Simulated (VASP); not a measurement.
A run of VASP 6.6.1:

The input POSCAR:

```
GeW
1.0
    0.0000000000      2.3375057368      2.3375057368
    2.3375057368      0.0000000000      2.3375057368
    2.3375057368      2.3375057368      0.0000000000
W Ge
1 1
Direct
    0.0000000000      0.0000000000      0.0000000000
    0.5000000000      0.5000000000      0.5000000000
```

Contents of INCAR.step1:

```
ALGO = Normal
EDIFF = 1E-4
ENCUT = 520
GGA = PE
ISMEAR = -1
LASPH = T
LCHARG = F
LREAL = F
LWAVE = T
NBANDS = 21
NELM = 80
PREC = Accurate
SIGMA = 0.1
```

The input INCAR.step2:

```
ALGO = Normal
EDIFF = 1E-7
ENCUT = 520
ISIF = 2
ISMEAR = -1
ISTART = 1
LASPH = T
LCHARG = F
LMIXTAU = T
LREAL = F
LWAVE = F
METAGGA = R2SCAN
NBANDS = 21
NELM = 80
PREC = Accurate
SIGMA = 0.1
```

Contents of KPOINTS:

```
k-points
0
Gamma
  13 13 13
```

Potentials or basis: VASP PAW PBE potentials, release 64 (W_sv, Ge_d).

Command:

```bash
$ cat potpaw_PBE.64/W_sv/POTCAR potpaw_PBE.64/Ge_d/POTCAR > POTCAR
$ cp INCAR.step1 INCAR
$ mpirun -np 1 vasp_std > vasp.out
$ cp INCAR.step2 INCAR
$ mpirun -np 1 vasp_std > vasp.out
```

Hardware: 1 thread of AMD EPYC 7R43 64-Core Processor (Zen 3), with other jobs on the host.

Problem. How long does it take, and how much memory?

Solution. It took 4.7 min on 1 thread of AMD EPYC 7R43 64-Core Processor (Zen 3), with other jobs on the host, peak memory 0.16 GiB. Counts: k points 84.
